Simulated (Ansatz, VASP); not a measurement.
**PbS in VASP and in Ansatz**

Contents of INCAR:

```
PREC = Accurate
ENCUT = 520
EDIFF = 1E-7
ISMEAR = 0
SIGMA = 0.05
LREAL = F
LASPH = T
NELM = 100
ALGO = Normal
ISIF = 2
LWAVE = F
LCHARG = F
GGA = PS
NBANDS = 28
```

File KPOINTS:

```
regular mesh
0
Gamma
  8 8 6
```

The input POSCAR:

```
PbS
1.0
    2.0799526950     -5.9912968650      0.0051998817
    2.0799526950      5.9912968650      0.0051998817
    0.0106983024      0.0000000000      4.2793209400
Pb S
2 2
Direct
    0.8694366500      0.1305633500      0.7500000000
    0.1305633500      0.8694366500      0.2500000000
    0.6452029100      0.3547970900      0.7500000000
    0.3547970900      0.6452029100      0.2500000000
```

Input for Ansatz:

```yaml
crystal:
  lattice:
    - [2.079952695, -5.991296865, 0.0051998817]
    - [2.079952695, 5.991296865, 0.0051998817]
    - [0.0106983024, 0.0, 4.27932094]
  atoms:
    - { symbol: Pb, position: [0.86943665, 0.13056335, 0.75] }
    - { symbol: Pb, position: [0.13056335, 0.86943665, 0.25] }
    - { symbol: S, position: [0.64520291, 0.35479709, 0.75] }
    - { symbol: S, position: [0.35479709, 0.64520291, 0.25] }
basis:
  ecutwfc: 420
kpoints:
  mp_grid: { grid: [8, 8, 6] }
hamiltonian:
  xc: pbesol
scf:
  occupations: { method: gaussian, width: 0.05 }
output:
  forces: true
  stress: true
  eigenvalues: true
```

Change from the starting cell: strain +0.0050 x Voigt [0, 0, 0, 0, 1, 0], atoms carried along.

Alike in both runs: task single point; functional PBEsol; k mesh 8 × 8 × 6; occupations gaussian, width 0.05 eV; no spin polarisation.

|  | VASP | Ansatz |
| --- | --- | --- |
| version | VASP 6.6.1 | Ansatz 0.2.0 |
| potentials or method | VASP PAW PBE potentials, release 64 (Pb_d, S), cutoff 520 eV | scalar-relativistic, plane waves, PAW |
| valence electrons in the cell | 40 | 40 |

Ansatz gave:

- gap on the k mesh at the Fermi level (eV): 1.13
- least direct gap on the mesh (eV): 1.32
- pressure (GPa): -1.9
- traceless stress, the component that is largest in VASP (GPa): 0.38
- rms of the force components (eV/Å): 0.015

Q: Which values does VASP return?

A: gap on the k mesh at the Fermi level (eV): 1.13; least direct gap on the mesh (eV): 1.33; pressure (GPa): -1.9; traceless stress, the component that is largest in VASP (GPa): 0.36; rms of the force components (eV/Å): 0.017.

VASP's potentials were made for PBE, not for PBEsol. Atom by atom the forces differ by 0.002 eV/Å (rms over components). With one functional, cell and mesh, what is left measures potentials, basis and numerics.

Neither program's run includes spin-orbit coupling.
